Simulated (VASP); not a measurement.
## CoSi: single point with PBEsol

The system is CoSi.

```
CELL_PARAMETERS angstrom
2.78133 0.00000 0.00000
0.00000 2.78133 0.00000
0.00000 0.00000 2.78133
ATOMIC_POSITIONS crystal
Co 0.00000 0.00000 0.00000
Si 0.50000 0.50000 0.50000
```

```yaml
Program: VASP 6.6.1
Task: single point
Functional: PBEsol
Potentials_or_basis: VASP PAW PBE potentials, release 64 (Co, Si)
Cutoff: 520 eV
k_mesh: 10 × 10 × 10
Occupations: fermi-dirac, width 0.05 eV
Spin: collinear spin, ferromagnetic start
Starting_moments: "[2.0, 0.0] μB"
Dipole_correction: no
Further_INCAR_settings: ALGO = Normal; EDIFF = 1e-06; NBANDS = 18
```

- Pressure: -6.4 GPa
- Net moment: 0.52 μB per cell
- Site moments: Co +0.52; Si +0.01 μB
- Valence electrons inside the program's atomic spheres: Co 8.62; Si 1.57

Levels at points of the mesh, in eV from the Fermi level:
Spin up:
| k point | band 3 | band 4 | band 5 | band 6 | band 7 | band 8 | band 9 | band 10 | band 11 | band 12 |
| --- | --- | --- | --- | --- | --- | --- | --- | --- | --- | --- |
| (0.00, 0.00, 0.00) | -4.12 | -1.57 | -1.57 | -1.57 | 2.98 | 2.98 | 2.98 | 7.46 | 7.46 | 11.96 |
| (0.50, 0.00, 0.00) | -3.39 | -2.82 | -2.82 | -1.42 | -0.71 | 6.67 | 8.06 | 8.06 | 9.40 | 9.40 |
| (0.50, 0.50, 0.00) | -5.27 | -4.20 | -2.36 | -2.36 | -1.02 | 1.36 | 1.67 | 8.08 | 13.47 | 14.53 |
| (0.50, 0.50, 0.50) | -5.97 | -1.66 | -0.98 | -0.98 | 1.26 | 1.26 | 1.26 | 3.45 | 3.45 | 3.45 |
Spin down:
```tsv
k point	band 4	band 5	band 6	band 7	band 8	band 9
(0.00, 0.00, 0.00)	-1.20	-1.20	-1.20	3.00	3.00	3.00
(0.50, 0.00, 0.00)	-2.52	-2.52	-1.04	0.05	6.67	8.15
(0.50, 0.50, 0.00)	-3.81	-2.03	-2.03	-0.22	1.68	2.11
(0.50, 0.50, 0.50)	-1.65	-0.17	-0.17	1.29	1.29	1.29
```

Wall time 29 s on 1 thread of AMD EPYC 9R45 96-Core Processor (Zen 5), with other jobs on the host, peak memory 0.14 GiB.

Caveat: the PAW data sets were made with another functional, which shifts forces and pressure a little.
